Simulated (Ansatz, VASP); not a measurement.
**One calculation of Ge, two programs**

```
CELL_PARAMETERS angstrom
3.52956 -3.52974 2.03658
3.53139 3.53104 -2.03747
-3.53069 3.52622 6.10529
ATOMIC_POSITIONS crystal
Ge 0.33920 0.35700 0.33929
Ge 0.83961 0.35601 0.83909
Ge 0.16065 0.64373 0.16116
Ge 0.66141 0.64327 0.66135
Ge 0.51689 0.00013 0.16073
Ge 0.01745 0.99940 0.66049
Ge 0.98214 0.00059 0.33890
Ge 0.48266 0.99986 0.83898
```

Change from the starting cell: cell x2, atoms moved at random (sigma 0.05 Å) and cell strained at random (1.5 %), then relaxed without symmetry.

Alike in both runs: functional PBE; k mesh 4 × 4 × 4; occupations gaussian, width 0.2 eV; no spin polarisation.

Ansatz relaxed the structure, and its values are those at the end. VASP's run is a single point on that final structure, the one shown.

|  | VASP | Ansatz |
| --- | --- | --- |
| version | VASP 6.6.1 | Ansatz 0.2.0 |
| potentials or method | VASP PAW PBE potentials, release 64 (Ge_d), cutoff 520 eV | scalar-relativistic, plane waves, PAW |
| valence electrons in the cell | 112 | 112 |

```csv
,VASP,Ansatz,Ansatz less VASP
gap on the k mesh at the Fermi level (eV),none,none,-
pressure (GPa),0.0,0.0,+0.02
rms of the force components (eV/Å),0.007,0.006,-0.0004
```

A gap of «none» marks a metal or a gap that the smearing closes.
